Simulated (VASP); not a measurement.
Runs of VASP 6.6.1 on Ta. The structure is that of space group Cmmm (No. 65), or close to it. The cells are those of the table. 

```csv
cell,dipole correction,electric field (eV/Å),gap on the mesh (eV),largest force (eV/Å)
"a = 2.875, b = 2.875, c = 17.537 Å, angles 90.0, 90.0, 109.5°, 3 atoms",yes,-,none,-
"a = 2.875, b = 2.875, c = 20.695 Å, angles 90.0, 90.0, 109.5°, 3 atoms",yes,-,none,0.49
"a = 2.875, b = 2.875, c = 20.695 Å, angles 90.0, 90.0, 109.5°, 3 atoms",no,-,none,-
"a = 2.875, b = 2.875, c = 20.695 Å, angles 90.0, 90.0, 109.5°, 3 atoms",yes,0.2,none,(a)
```

Alike in all rows: task single point; level PBE; potentials or basis VASP PAW PBE potentials, release 64 (Ta_pv); no spin polarisation; k mesh 13 × 13 × 1; cutoff (eV) 400; smearing fermi-dirac 0.1 eV.

Fill in the values left out.

(a) 0.02.

Caveats: spin-orbit coupling is left out, which moves the levels of the heavy elements.

A k mesh can miss the band edges, and the runs leave out spin-orbit coupling on Ta.

A gap of «none» marks levels without a gap at the run's occupations.
